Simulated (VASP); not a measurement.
Write the native input for VASP 6.6.1 that does the following.

```
Task                   : relaxation of cell and atoms
Functional             : PBE
Potentials or basis    : VASP PAW PBE potentials, release 64 (In_d, Ga_d, As)
Cutoff                 : 600 eV
k mesh                 : 4 × 4 × 4
Occupations            : gaussian, width 0.1 eV
Spin                   : no spin polarisation
Dipole correction      : no
Further INCAR settings : ALGO = Normal; EDIFF = 1e-06; IBRION = 2; EDIFFG = -0.04; NSW = 90; ISIF = 3
```

The structure of In3GaAs4 lies in POSCAR:

```
In3GaAs4
1.0
    5.7544699800      0.0000000000      0.0000000000
    0.0000000000      5.7544699800      0.0000000000
    0.0000000000      0.0000000000      5.7544699800
In Ga As
3 1 4
Direct
    0.5000000000      0.0000000000      0.0000000000
    0.0000000000      0.0000000000      0.5000000000
    0.0000000000      0.5000000000      0.0000000000
    0.5000000000      0.5000000000      0.5000000000
    0.2500000000      0.7500000000      0.2500000000
    0.2500000000      0.2500000000      0.7500000000
    0.7500000000      0.7500000000      0.7500000000
    0.7500000000      0.2500000000      0.2500000000
```

The input as run:

INCAR

```
SYSTEM = In3GaAs4
PREC = Accurate ; ENCUT = 600
EDIFF = 1E-6 ; ISMEAR = 0
SIGMA = 0.1 ; LREAL = .False.
LASPH = .True. ; NELM = 100
ALGO = Normal ; ISIF = 3
LWAVE = .False. ; LCHARG = .False.
GGA = PE ; IBRION = 2
NSW = 90 ; EDIFFG = -0.04
```

KPOINTS

```
regular mesh
0
Gamma
  4 4 4
  0 0 0
```

Potentials or basis: VASP PAW PBE potentials, release 64 (In_d, Ga_d, As).

Run with:

```sh
$ cat potpaw_PBE.64/In_d/POTCAR potpaw_PBE.64/Ga_d/POTCAR potpaw_PBE.64/As/POTCAR > POTCAR
$ mpirun -np 1 vasp_std > vasp.out
```

Results of the run:

```
Relaxed volume                        : 28.04 Å³/atom
Relaxed cell                          : a = 6.076 Å, b = 6.076 Å, c = 6.076 Å, α = 90.00°, β = 90.00°, γ = 90.00°
Space group after relaxing (to 0.1 Å) : P-43m (No. 215)
Energy gained by relaxing             : 183.1 meV/atom
Ionic steps                           : 5
Pressure after relaxing               : 0.1 GPa
Band gap on the k mesh                : zero (filled and empty bands touch)
```

Caveat: the volume moved by over 15 % at a fixed basis, so the end points are rough; semilocal functionals underestimate gaps, and a narrow one can read as zero; spin-orbit coupling is left out, which moves the levels of the heavy elements.

It took 5.7 min on 1 thread of Intel(R) Xeon(R) Platinum 8488C (Sapphire Rapids) (shared host), peak memory 0.39 GiB.
